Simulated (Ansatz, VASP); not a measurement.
Two plane-wave programs on SrSI

```xyz
6
Lattice="4.1206 0.0000 0.0000 0.0000 4.1206 0.0000 0.0000 0.0000 9.4795" Properties=species:S:1:pos:R:3 pbc="T T T"
Sr    0.0000    2.0603    2.0972
Sr    2.0603    0.0000    7.3823
S     0.0000    0.0000    0.0000
S     2.0603    2.0603    0.0000
I     0.0000    2.0603    5.9595
I     2.0603    0.0000    3.5200
```

Alike in both runs: functional PBE; k mesh 8 × 8 × 4; no spin polarisation.

Ansatz relaxed the structure, and its values are those at the end. VASP's run is a single point on that final structure, the one shown.

|  | VASP | Ansatz |
| --- | --- | --- |
| version | VASP 6.6.1 | Ansatz 0.2.0 |
| potentials or method | VASP PAW PBE potentials, release 64 (Sr_sv, S, I), cutoff 520 eV | PAW plane waves |
| occupations | fermi-dirac, width 0.1 eV | fermi-dirac |
| valence electrons in the cell | 46 | 66 |

```tsv
	VASP	Ansatz	Ansatz less VASP
pressure (GPa)	6.2	6.0	-0.17
rms of the force components (eV/Å)	0.009	0.000	-0.0082
```

VASP's potentials hold 46 valence electrons a cell and Ansatz's 66, so a difference there can come from the potentials and not from the codes. Ansatz's warnings: stress scf threshold loose.

Neither program's run includes spin-orbit coupling.
